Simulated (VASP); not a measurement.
NaTa2: single point with PBE

Crystal: NaTa2.

```
Na Ta
1.0
     2.85314    0.00000    0.00000
    -1.42657    2.47089    0.00000
     0.00000    0.00000   17.23277
Na Ta
2 4
Direct
  0.33333 0.66667 0.25000
  0.66667 0.33333 0.75000
  0.33333 0.66667 0.57651
  0.66667 0.33333 0.07651
  0.33333 0.66667 0.92349
  0.66667 0.33333 0.42349
```

```json
{
  "Program": "VASP 6.6.1",
  "Task": "single point",
  "Functional": "PBE",
  "Potentials or basis": "VASP PAW PBE potentials, release 64 (Na_pv, Ta_pv)",
  "Cutoff": "520 eV",
  "k mesh": "6 × 6 × 2",
  "Occupations": "gaussian, width 0.1 eV",
  "Spin": "no spin polarisation",
  "Dipole correction": "no",
  "Further INCAR settings": "ALGO = Normal; EDIFF = 1e-07; NBANDS = 38"
}
```

```json
{
 "Pressure": "-0.1 GPa",
 "Largest force": "0.036 eV/Å",
 "Band gap on the k mesh": "zero (bands 29 and 30 overlap by 1.35 eV)"
}
```

Forces in eV/Å, atoms in the order of the input:
```
Na   0.000  0.000  0.000
Na   0.000  0.000  0.000
Ta   0.000  0.000 -0.036
Ta   0.000  0.000 -0.036
Ta   0.000  0.000  0.036
Ta   0.000  0.000  0.036
```

Stress tensor (GPa, compression positive):
```
-0.03  0.00  0.00
 0.00 -0.03  0.00
 0.00  0.00 -0.15
```

Levels at points of the mesh, in eV from the Fermi level:
```csv
k point,band 25,band 26,band 27,band 28,band 29,band 30,band 31,band 32
"(0.00, 0.00, 0.00)",-1.56,-1.44,-1.21,-0.78,0.69,0.69,0.69,0.69
"(0.50, 0.00, 0.00)",-1.69,-1.59,0.37,0.38,0.70,0.87,1.67,1.88
"(0.00, 0.00, 0.50)",-1.47,-1.47,-1.02,-1.02,0.69,0.69,0.69,0.69
"(0.50, 0.00, 0.50)",-1.64,-1.64,0.50,0.50,0.59,0.59,1.88,1.88
```

Run time: 2.5 min on 1 thread of Intel Xeon 8259CL (shared host), peak memory 0.27 GiB.

Caveat: the k points lie up to 0.42 Å⁻¹ apart, too coarse for converged energies and pressures of a metal; spin-orbit coupling is left out, which moves the levels of the heavy elements.
